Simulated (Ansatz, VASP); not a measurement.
MgO: VASP beside Ansatz

Contents of POSCAR:

```
MgO
1.0
    2.9230552965      0.0000000000      0.0000000000
   -1.4615276482      2.5314401434      0.0000000000
    0.0000000000      0.0000000000      5.0921016473
Mg O
2 2
Direct
    0.0000000000      0.0000000000      0.0000000000
    0.0000000000      0.0000000000      0.5000000000
    0.3333333333      0.6666666667      0.2500000000
    0.6666666667      0.3333333333      0.7500000000
```

File INCAR.step1:

```
ALGO = Normal
EDIFF = 1E-5
ENCUT = 520
GGA = PE
ISIF = 2
ISMEAR = 0
LASPH = T
LCHARG = F
LREAL = F
LWAVE = T
NBANDS = 16
NELM = 80
PREC = Accurate
SIGMA = 0.01
```

Contents of INCAR.step2:

```
AEXX = 0.5
ALGO = Normal
EDIFF = 1E-6
ENCUT = 520
GGA = PE
HFSCREEN = 0.3
ISIF = 2
ISMEAR = 0
ISTART = 1
LASPH = T
LCHARG = F
LHFCALC = T
LREAL = F
LWAVE = F
NBANDS = 16
NELM = 80
PREC = Accurate
PRECFOCK = Normal
SIGMA = 0.01
```

KPOINTS

```
k-points
0
Gamma
  6 6 2
```

Input for Ansatz:

```yaml
crystal:
  lattice:
    - [2.9230552965, 0.0, 0.0]
    - [-1.4615276482, 2.5314401434, 0.0]
    - [0.0, 0.0, 5.0921016473]
  atoms:
    - { symbol: Mg, position: [0.0, 0.0, 0.0] }
    - { symbol: Mg, position: [0.0, 0.0, 0.5] }
    - { symbol: O, position: [0.3333333333, 0.6666666667, 0.25] }
    - { symbol: O, position: [0.6666666667, 0.3333333333, 0.75] }
kpoints:
  mp_grid: { grid: [6, 6, 2] }
hamiltonian:
  xc: { exchange: pbe, correlation: pbe, exx: { coeff: 0.5, omega: 0.3 } }
scf:
  occupations: { method: fixed }
  n_extra_bands: 5
output:
  forces: true
  stress: true
  eigenvalues: true
```

Alike in both runs: task single point; functional PBE-based screened hybrid with a share of 0.5 of exact exchange and HFSCREEN = 0.3; k mesh 6 × 6 × 2; no spin polarisation.

|  | VASP | Ansatz |
| --- | --- | --- |
| version | VASP 6.6.1 | Ansatz 0.2.0 |
| potentials or method | VASP PAW PBE potentials, release 64 (Mg, O) | plane waves |
| plane-wave cutoff (eV) | 520 | 420 |
| occupations | gaussian, width 0.01 eV | fixed |
| valence electrons in the cell | 16 | 32 |

Ansatz gave:

* gap on the k mesh at the Fermi level (eV): 7.52
* pressure (GPa): -5.6
* traceless stress, the component that is largest in VASP (GPa): -0.50

Task: Estimate VASP's values.

Result: gap on the k mesh at the Fermi level (eV): 7.44; pressure (GPa): -5.6; traceless stress, the component that is largest in VASP (GPa): -0.50.

VASP's potentials were made for PBE, not for PBE-based screened hybrid. VASP's potentials hold 16 valence electrons a cell and Ansatz's 32, so a difference there can come from the potentials and not from the codes. Ansatz's warnings: stress exchange threshold loose, stress scf threshold loose.

The k mesh is coarse, so the values compare programs but aren't converged.
